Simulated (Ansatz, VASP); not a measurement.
Al3GaN4: VASP beside Ansatz

The input POSCAR:

```
Al3GaN4
1.0
    5.0380822535      0.0000000000     -0.0000900999
    0.0000000000      3.1249488270      0.0000000000
   -0.0033220332      0.0000000000      5.5727048106
Al Ga N
3 1 4
Direct
    0.5012106738      0.5000000000      0.1665500534
    0.0017090385      0.5000000000      0.8354264631
    0.0020330346      0.0000000000      0.3323987193
    0.5010367448      0.0000000000      0.6653481969
    0.1098430186      0.0000000000      0.6638319383
    0.1213621104      0.5000000000      0.1647098829
    0.6241167740      0.5000000000      0.8432721434
    0.6222876053      0.0000000000      0.3284636026
```

Contents of INCAR.step1:

```
SYSTEM = Al3GaN4
  ALGO = Normal
  EDIFF = 1E-4
  ENCUT = 520
  GGA = PE
  ISMEAR = 0
  LASPH = .TRUE.
  LCHARG = .FALSE.
  LREAL = .FALSE.
  LWAVE = .TRUE.
  NBANDS = 31
  NELM = 80
  PREC = Accurate
  SIGMA = 0.02
```

The input INCAR.step2:

```
SYSTEM = Al3GaN4
  ALGO = Normal
  EDIFF = 1E-7
  ENCUT = 520
  ISIF = 2
  ISMEAR = 0
  ISTART = 1
  LASPH = .TRUE.
  LCHARG = .TRUE.
  LELF = .TRUE.
  LMIXTAU = .TRUE.
  LREAL = .FALSE.
  LVHAR = .TRUE.
  LWAVE = .FALSE.
  METAGGA = R2SCAN
  NBANDS = 31
  NELM = 80
  PREC = Accurate
  SIGMA = 0.02
```

Contents of KPOINTS:

```
k-points
0
G
  6 8 4
  0 0 0
```

Input for Ansatz:

```yaml
crystal:
  lattice:
    - [5.0380822535, 0.0, -9.00999e-05]
    - [0.0, 3.124948827, 0.0]
    - [-0.0033220332, 0.0, 5.5727048106]
  atoms:
    - { symbol: Al, position: [0.5012106738, 0.5, 0.1665500534] }
    - { symbol: Al, position: [0.0017090385, 0.5, 0.8354264631] }
    - { symbol: Al, position: [0.0020330346, 0.0, 0.3323987193] }
    - { symbol: Ga, position: [0.5010367448, 0.0, 0.6653481969] }
    - { symbol: "N", position: [0.1098430186, 0.0, 0.6638319383] }
    - { symbol: "N", position: [0.1213621104, 0.5, 0.1647098829] }
    - { symbol: "N", position: [0.624116774, 0.5, 0.8432721434] }
    - { symbol: "N", position: [0.6222876053, 0.0, 0.3284636026] }
basis:
  ecutwfc: 500
kpoints:
  mp_grid: { grid: [6, 8, 4] }
  band_path: { path: [VBM, CBM], npoints: 2 }
hamiltonian:
  xc: r2scan
scf:
  occupations: { method: gaussian, width: 0.02 }
output:
  forces: true
  stress: true
  eigenvalues: true
checkpoint:
  read: start.run
  write: ck
  compress: false
  write_wavefunctions: false
  write_every: 100000
```

Alike in both runs: task single point; functional r2SCAN; k mesh 6 × 8 × 4; occupations gaussian, width 0.02 eV; no spin polarisation.

|  | VASP | Ansatz |
| --- | --- | --- |
| version | VASP 6.6.1 | Ansatz 0.2.0 |
| potentials or method | VASP PAW PBE potentials, release 64 (Al, Ga_d, N), cutoff 520 eV | scalar-relativistic, plane waves, PAW |
| valence electrons in the cell | 42 | 42 |

```csv
,VASP,Ansatz,Ansatz less VASP
gap on the k mesh at the Fermi level (eV),3.85,3.83,-0.019
least direct gap on the mesh (eV),3.85,3.83,-0.019
pressure (GPa),-5.9,-5.9,+0.02
"traceless stress, the component that is largest in VASP (GPa)",-5.44,-5.40,+0.038
rms of the force components (eV/Å),0.027,0.000,-0.0272
```

VASP's potentials were made for PBE, not for r2SCAN. Atom by atom the forces differ by 0.027 eV/Å (rms over components). The functional is the same, so the differences come from potentials, cutoffs and numerics.
